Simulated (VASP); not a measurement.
# NbSi2 (P6_222) in VASP: single point with r2SCAN+U

Aim: the single point of NbSi2 with r2SCAN+U.

Program: VASP 6.6.1. These are calculated values, not measurements. Logs are shortened: lines on timing, memory, paths and dates and some standing lists are left out, and cuts for length are marked.

**1. The cell of the first run**

The structure is hexagonal, space group P6_222 (No. 180). Conventional cell: a = 4.845 Å, b = 4.845 Å, c = 7.475 Å, α = 90.00°, β = 90.00°, γ = 120.00°. Within 3.7 Å of Nb (site symmetry 222) lie 10 Si at 2.79 to 2.86 Å and 4 Nb at 3.47 Å. Within 3.7 Å of Si (site symmetry 2) lie 5 Nb at 2.79 to 2.86 Å and 9 Si at 2.79 to 3.48 Å.

**2. Single point, r2SCAN+U**

POSCAR

```
NbSi2
1.0
    2.4222737600      4.1954975500      0.0000000000
   -2.4222737600      4.1954975500      0.0000000000
    0.0000000000      0.0000000000      7.4749483200
Nb Si
3 6
Direct
    0.5000000000      0.5000000000      0.5000000000
    0.5000000000      0.0000000000      0.8333300000
    0.0000000000      0.5000000000      0.1666700000
    0.1670000000      0.1670000000      0.5000000000
    0.8330000000      0.3340000000      0.8333300000
    0.6660000000      0.1670000000      0.1666700000
    0.8330000000      0.8330000000      0.5000000000
    0.1670000000      0.6660000000      0.8333300000
    0.3340000000      0.8330000000      0.1666700000
```

INCAR.step1

```
SYSTEM = NbSi2
PREC     = Accurate       ! precision mode
ENCUT    = 520            ! plane-wave cutoff, eV
ISMEAR   = 0              ! smearing method
SIGMA    = 0.034          ! smearing width, eV
LREAL    = .FALSE.        ! projectors in reciprocal space
LASPH    = .TRUE.         ! aspherical terms in the spheres
NELM     = 150            ! most SCF steps
LMAXMIX  = 4              ! l up to which the mixer works
LDAU     = .TRUE.         ! DFT+U
LDAUTYPE = 2            
LDAUL    = 2 -1           ! shell
LDAUU    = 3.61 0         ! U, eV
LDAUJ    = 0 0          
NBANDS   = 42             ! bands
GGA      = PE             ! functional
ALGO     = Normal         ! electronic algorithm
EDIFF    = 1E-4           ! SCF threshold, eV
LWAVE    = .TRUE.         ! write WAVECAR
LCHARG   = .FALSE.        ! write CHGCAR
```

INCAR.step2

```
SYSTEM = NbSi2
PREC     = Accurate       ! precision mode
ENCUT    = 520            ! plane-wave cutoff, eV
EDIFF    = 1E-6           ! SCF threshold, eV
ISMEAR   = 0              ! smearing method
SIGMA    = 0.034          ! smearing width, eV
LREAL    = .FALSE.        ! projectors in reciprocal space
LASPH    = .TRUE.         ! aspherical terms in the spheres
NELM     = 150            ! most SCF steps
ALGO     = Normal         ! electronic algorithm
ISIF     = 2              ! what is computed and relaxed
LWAVE    = .FALSE.        ! write WAVECAR
LCHARG   = .FALSE.        ! write CHGCAR
LMAXMIX  = 4              ! l up to which the mixer works
LDAU     = .TRUE.         ! DFT+U
LDAUTYPE = 2            
LDAUL    = 2 -1           ! shell
LDAUU    = 3.61 0         ! U, eV
LDAUJ    = 0 0          
LDAUPRINT= 1            
METAGGA  = R2SCAN         ! meta-GGA
LMIXTAU  = .TRUE.       
NBANDS   = 42             ! bands
ISTART   = 1
```

KPOINTS

```
regular mesh
0
G
  4 4 3
  0 0 0
```

Potentials or basis: VASP PAW PBE potentials, release 64 (Nb_sv, Si).

Command:

```
$ cat potpaw_PBE.64/Nb_sv/POTCAR potpaw_PBE.64/Si/POTCAR > POTCAR
$ cp INCAR.step1 INCAR
$ mpirun -np 1 vasp_std > vasp.out
$ cp INCAR.step2 INCAR
$ mpirun -np 1 vasp_std > vasp.out
```

OUTCAR:

```text
SYSTEM = NbSi2
   PREC = Accurate
   ENCUT = 520
   EDIFF = 1E-6
   ISMEAR = 0
   LREAL = .FALSE.
   LASPH = .TRUE.
   NELM = 150
   ISIF = 2
   METAGGA = R2SCAN
   ISTART = 1

 ion  position               nearest neighbor table
   1  0.500  0.500  0.500-   4 2.79   7 2.79   4 2.80   4 2.80   7 2.80   7 2.80   8 2.86   9 2.86
                             6 2.86   5 2.86
   2  0.500  0.000  0.833-   8 2.79   5 2.79   8 2.80   5 2.80   8 2.80   5 2.80   7 2.86   4 2.86
                             6 2.86   9 2.86
   3  0.000  0.500  0.167-   6 2.79   9 2.79   9 2.80   6 2.80   9 2.80   6 2.80   7 2.86   4 2.86
                             8 2.86   5 2.86
   4  0.167  0.167  0.500-   1 2.79   7 2.79   7 2.79   1 2.80   1 2.80   7 2.80   3 2.86   2 2.86
                             5 2.86   9 2.86
   5  0.833  0.334  0.833-   2 2.79   8 2.79   8 2.79   2 2.80   2 2.80   8 2.80   1 2.86   3 2.86
                             4 2.86   6 2.86
   6  0.666  0.167  0.167-   3 2.79   9 2.79   9 2.79   3 2.80   3 2.80   9 2.80   1 2.86   2 2.86
                             7 2.86   5 2.86
   7  0.833  0.833  0.500-   1 2.79   4 2.79   4 2.79   1 2.80   1 2.80   4 2.80   3 2.86   2 2.86
                             6 2.86   8 2.86
   8  0.167  0.666  0.833-   2 2.79   5 2.79   5 2.79   2 2.80   2 2.80   5 2.80   1 2.86   3 2.86
                             7 2.86   9 2.86
   9  0.334  0.833  0.167-   3 2.79   6 2.79   6 2.79   3 2.80   3 2.80   6 2.80   1 2.86   2 2.86
                             4 2.86   8 2.86

  LATTYP: Found a hexagonal cell.
 ALAT       =     4.8445443398
 C/A-ratio  =     1.5429621025

  Lattice vectors:

 A1 = (   2.4222737600,  -4.1954975500,   0.0000000000)
 A2 = (   2.4222737600,   4.1954975500,   0.0000000000)
 A3 = (   0.0000000000,   0.0000000000,   7.4749483200)

Analysis of symmetry for initial positions (statically):
=====================================================================
 Subroutine PRICEL returns:
 Original cell was already a primitive cell.

 Routine SETGRP: Setting up the symmetry group for a
 hexagonal supercell.

 Subroutine GETGRP returns: Found  4 space group operations
 (whereof  4 operations were pure point group operations)
 out of a pool of 24 trial point group operations.

The static configuration has the point symmetry D_2 .

Analysis of symmetry for dynamics (positions and initial velocities):
=====================================================================
 Subroutine PRICEL returns:
 Original cell was already a primitive cell.

 Routine SETGRP: Setting up the symmetry group for a
 hexagonal supercell.

 Subroutine GETGRP returns: Found  4 space group operations
 (whereof  4 operations were pure point group operations)
 out of a pool of 24 trial point group operations.

The dynamic configuration has the point symmetry D_2 .

 Subroutine INISYM returns: Found  4 space group operations
 (whereof  4 operations are pure point group operations),
 and found     1 'primitive' translations

----------------------------------------------------------------------------------------

                                     Primitive cell

  volume of cell :     151.9305

  direct lattice vectors                    reciprocal lattice vectors
     2.422273760  4.195497550  0.000000000     0.206417626  0.119175376  0.000000000
    -2.422273760  4.195497550  0.000000000    -0.206417626  0.119175376  0.000000000
     0.000000000  0.000000000  7.474948320     0.000000000  0.000000000  0.133780189

  length of vectors
     4.844544340  4.844544340  7.474948320     0.238350596  0.238350596  0.133780189

  position of ions in fractional coordinates (direct lattice)
     0.500000000  0.500000000  0.500000000
     0.500000000  1.000000000  0.833330000
     1.000000000  0.500000000  0.166670000
     0.167000000  0.167000000  0.500000000
     0.833000000  0.334000000  0.833330000
[... 67 lines left out ...]
 SYSTEM =  NbSi2
   PREC   = accura    normal or accurate (medium, high low for compatibility)
   ISTART =      1    job   : 0-new  1-cont  2-samecut
   ICHARG =      0    charge: 1-file 2-atom 10-const
   ISPIN  =      1    spin polarized calculation?
   LNONCOLLINEAR =      F non collinear calculations
   LSORBIT =      F    spin-orbit coupling
   LASPH  =      T    aspherical Exc in radial PAW
   ENCUT  =  520.0 eV  38.22 Ry    6.18 a.u.   9.01  9.01 13.90*2*pi/ulx,y,z
   NELM   =    150;   NELMIN=  2; NELMDL=  0     # of ELM steps
   EDIFF  = 0.1E-05   stopping-criterion for ELM
   LREAL  =      F    real-space projection
   EDIFFG = 0.1E-04   stopping-criterion for IOM
   NSW    =      0    number of steps for IOM
   IBRION =     -1    ionic relax: 0-MD 1-quasi-New 2-CG
   NFREE  =      0    steps in history (QN), initial steepest desc. (CG)
   ISIF   =      2    stress and relaxation
   ISYM   =      2    0-nonsym 1-usesym 2-fastsym
   POTIM  = 0.5000    time-step for ionic-motion
   TEBEG  =    0.0;   TEEND  =   0.0 temperature during run
   PSTRESS=    0.0 pullay stress
   NELECT =      63.0000    total number of electrons
   NUPDOWN=      -1.0000    fix difference up-down
   EMIN   =  10.00;   EMAX   =-10.00  energy-range for DOS
   EFERMI =   0.00;   METHOD = LEGACY
   ISMEAR =     0;   SIGMA  =   0.03  broadening in eV -4-tet -1-fermi 0-gaus
   EFERMI_NEDOS =   21; number of points for ismear=-14 and -15
   IALGO  =     38    algorithm
   IMIX   =      4    mixing-type and parameters
     AMIX     =   0.40;   BMIX     =  1.00
     AMIX_MAG =   1.60;   BMIX_MAG =  1.00
  volume/ion in A,a.u.               =      16.88       113.92
  Fermi-wavevector in a.u.,A,eV,Ry     =   1.220787  2.306954 20.277061  1.490322
  Thomas-Fermi vector in A             =   2.355993
   LORBIT       =      0    0 simple, 1 ext, 2 COOP (PROOUT), +10 PAW based schemes
 LDA+U is selected, type is set to LDAUTYPE =  2
   angular momentum for each species LDAUL =     2   -1
   U (eV)           for each species LDAUU =   3.6  0.0
   J (eV)           for each species LDAUJ =   0.0  0.0
   METAGGA = R2SCAN    functional components
   LHFCALC =     F    Hartree Fock is set to
   AEXX    =    0.0000 exact exchange contribution
   IVDW    =     0    specifies the selected vdW correction
   LEPSILON=     F    determine dielectric tensor
   LRPA    =     F    only Hartree local field effects (RPA)
 non-spin polarized calculation
 Gauss-broadening in eV      SIGMA  =   0.03
  energy-cutoff  :      520.00
  volume of cell :      151.93
 maximum number of plane-waves:      4098
   NGX = 17   NGY = 17   NGZ = 27

atom =   1  type =  1  l = 2

 onsite density matrix

spin component  1
[... 83 lines left out ...]
  o =  0.1830  v =  0.0995 -0.0000  0.9934 -0.0000  0.0575  0.0000  0.0000  0.0000  0.0000  0.0000      0.0000  0.0000  0.0000  0.0000  0.0000  0.0000  0.0000  0.0000  0.0000  0.0000
  o =  0.1830  v =  0.0000  0.0000  0.0000  0.0000  0.0000  0.0995 -0.0000  0.9934 -0.0000  0.0575      0.0000  0.0000  0.0000  0.0000  0.0000  0.0000  0.0000  0.0000  0.0000  0.0000
  o =  0.1908  v = -0.0000 -0.5000 -0.0000 -0.8660 -0.0000  0.0000  0.0000  0.0000  0.0000  0.0000      0.0000  0.0000  0.0000  0.0000  0.0000  0.0000  0.0000  0.0000  0.0000  0.0000
  o =  0.1908  v =  0.0000  0.0000  0.0000  0.0000  0.0000 -0.0000 -0.5000 -0.0000 -0.8660 -0.0000      0.0000  0.0000  0.0000  0.0000  0.0000  0.0000  0.0000  0.0000  0.0000  0.0000
  o =  0.2163  v = -0.0000 -0.8660 -0.0000  0.5000 -0.0000  0.0000  0.0000  0.0000  0.0000  0.0000      0.0000  0.0000  0.0000  0.0000  0.0000  0.0000  0.0000  0.0000  0.0000  0.0000
  o =  0.2163  v =  0.0000  0.0000  0.0000  0.0000  0.0000 -0.0000 -0.8660 -0.0000  0.5000 -0.0000      0.0000  0.0000  0.0000  0.0000  0.0000  0.0000  0.0000  0.0000  0.0000  0.0000
  o =  0.2355  v =  0.0000  0.0000  0.0000  0.0000  0.0000  0.4998  0.0000  0.0001 -0.0000 -0.8661      0.0000  0.0000  0.0000  0.0000  0.0000  0.0000  0.0000  0.0000  0.0000  0.0000
  o =  0.2355  v =  0.4998  0.0000  0.0001 -0.0000 -0.8661  0.0000  0.0000  0.0000  0.0000  0.0000      0.0000  0.0000  0.0000  0.0000  0.0000  0.0000  0.0000  0.0000  0.0000  0.0000
  o =  0.2458  v = -0.8604  0.0000  0.1149 -0.0000 -0.4965  0.0000  0.0000  0.0000  0.0000  0.0000      0.0000  0.0000  0.0000  0.0000  0.0000  0.0000  0.0000  0.0000  0.0000  0.0000
  o =  0.2458  v =  0.0000  0.0000  0.0000  0.0000  0.0000 -0.8604  0.0000  0.1149 -0.0000 -0.4965      0.0000  0.0000  0.0000  0.0000  0.0000  0.0000  0.0000  0.0000  0.0000  0.0000

 number of electron      63.0000004 magnetization

 Free energy of the ion-electron system (eV)
  ---------------------------------------------------
  ext. energy  EPLUGINS =         0.00000000
  ---------------------------------------------------
  free energy    TOTEN  =      -119.88035663 eV

  energy without entropy =     -119.87555998  energy(sigma->0) =     -119.87795831

 E-fermi :   9.7559     XC(G=0): -12.1858

 val. band max:        9.7558788851   @ k =  -0.2500   0.2500   0.3333
 cond. band min:       9.7559004403   @ k =   0.5000   0.2500   0.3333
 fundamental gap:      0.0000215552
 Fermi energy:         9.7558921677

 k-point     1 :       0.0000    0.0000    0.0000
  band No.  band energies     occupation
      1     -47.9547      2.00000
      2     -47.9387      2.00000
      3     -47.9387      2.00000
      4     -23.3908      2.00000
      5     -23.3908      2.00000
      6     -23.2782      2.00000
[... 619 lines left out ...]
     41      13.1884      0.00000
     42      13.3820      0.00000

------------------------ aborting loop because EDIFF is reached ----------------------------------------

  FORCE on cell =-STRESS in cart. coord.  units (eV):
  Direction    XX          YY          ZZ          XY          YZ          ZX
  --------------------------------------------------------------------------------------
  -------------------------------------------------------------------------------------
  Total       -9.3601329     -9.3601798    -28.3742669      0.0000000      0.0000000      0.0000000
  in kB      -98.7069450    -98.7074393   -299.2198119      0.0000000      0.0000000      0.0000000
  external PRESSURE =    -165.5447321 kB  Pullay stress =       0.0000000 kB

 VOLUME and BASIS-vectors are now :
 -----------------------------------------------------------------------------
  energy-cutoff  :      520.00
  volume of cell :      151.93
      direct lattice vectors                 reciprocal lattice vectors
     2.422273760  4.195497550  0.000000000     0.206417626  0.119175376  0.000000000
    -2.422273760  4.195497550  0.000000000    -0.206417626  0.119175376  0.000000000
     0.000000000  0.000000000  7.474948320     0.000000000  0.000000000  0.133780189

 POSITION                                       TOTAL-FORCE (eV/Angst)
 -----------------------------------------------------------------------------------
      0.00000      4.19550      3.73747         0.000000      0.000000      0.000000
      1.21114      2.09775      6.22910         0.000000      0.000000      0.000159
     -1.21114      2.09775      1.24585         0.000000      0.000000     -0.000159
      0.00000      1.40130      3.73747         0.000000     -0.512496      0.000000
      1.20871      4.89615      6.22910         0.443828     -0.256154     -0.000036
      1.20871      3.49485      1.24585         0.443828      0.256154      0.000036
      0.00000      6.98970      3.73747         0.000000      0.512496      0.000000
     -1.20871      3.49485      6.22910        -0.443828      0.256154     -0.000036
     -1.20871      4.89615      1.24585        -0.443828     -0.256154      0.000036
 -----------------------------------------------------------------------------------
    total drift:                               -0.000000      0.000000      0.000000

  FREE ENERGIE OF THE ION-ELECTRON SYSTEM (eV)
  ---------------------------------------------------
  free  energy   TOTEN  =      -119.8803566331 eV

  energy  without entropy=     -119.8755599790  energy(sigma->0) =     -119.87795831
```

It took 8.2 min on 1 thread of Intel Xeon 8259CL, shared host; peak memory 0.31 GiB.

What came out:

```
Free energy            : -119.8804 eV
Pressure               : -16.6 GPa
Largest force          : 0.512 eV/Å
Band gap on the k mesh : zero (an odd number of electrons rules out a gap without spin polarisation)
```

Forces in eV/Å, atoms in the order of the input:
```
Nb   0.000  0.000  0.000
Nb   0.000  0.000  0.000
Nb   0.000  0.000  0.000
Si   0.000 -0.512  0.000
Si   0.444 -0.256  0.000
Si   0.444  0.256  0.000
Si   0.000  0.512  0.000
Si  -0.444  0.256  0.000
Si  -0.444 -0.256  0.000
```

Levels at points of the mesh, in eV from the Fermi level:
```csv
k point,band 28,band 29,band 30,band 31,band 32,band 33,band 34,band 35,band 36,band 37
"(0.00, 0.00, 0.00)",-1.71,-1.54,-1.54,-1.41,-1.25,0.50,2.01,2.85,2.85,3.01
"(0.50, 0.00, 0.00)",-1.36,-0.81,-0.77,-0.25,-0.22,0.75,1.06,1.62,1.83,2.21
"(0.50, 0.50, 0.00)",-1.36,-0.81,-0.77,-0.25,-0.22,0.75,1.06,1.62,1.83,2.21
```

Eigenvalues of the final occupation matrices:
```tsv
site	spin	trace	eigenvalues
site 1 d	1	1.07	0.18 0.19 0.22 0.24 0.25
site 1 d	2	1.07	0.18 0.19 0.22 0.24 0.25
site 2 d	1	1.07	0.18 0.19 0.22 0.24 0.25
site 2 d	2	1.07	0.18 0.19 0.22 0.24 0.25
site 3 d	1	1.07	0.18 0.19 0.22 0.24 0.25
site 3 d	2	1.07	0.18 0.19 0.22 0.24 0.25
```

Caveat: the k points lie up to 0.37 Å⁻¹ apart, too coarse for converged energies and pressures of a metal; the PAW data sets were made with another functional, which shifts forces and pressure a little; U without spin polarisation on a metal has little footing; the U is typed as a test and isn't derived for this compound.
